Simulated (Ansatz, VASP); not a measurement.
## Cs: VASP beside Ansatz

```
CELL_PARAMETERS angstrom
5.22892 0.00000 0.00000
0.00000 5.22892 0.00000
0.00000 0.00000 5.22892
ATOMIC_POSITIONS crystal
Cs 0.00000 0.00000 0.00000
```

Alike in both runs: functional RPBE; k mesh 7 × 7 × 7; occupations fermi-dirac, width 0.1 eV; no spin polarisation.

Ansatz relaxed the structure, and its values are those at the end. VASP's run is a single point on that final structure, the one shown.

|  | VASP | Ansatz |
| --- | --- | --- |
| version | VASP 6.6.1 | Ansatz 0.2.0 |
| potentials or method | VASP PAW PBE potentials, release 64 (Cs_sv), cutoff 520 eV | plane waves (420 eV) with PAW, scalar-relativistic |
| valence electrons in the cell | 9 | 9 |

```csv
,VASP,Ansatz,Ansatz less VASP
pressure (GPa),0.0,0.0,+0.01
```

VASP's potentials were made for PBE, not for RPBE. With one functional, cell and mesh, what is left measures potentials, basis and numerics.

Spin-orbit coupling is off throughout.
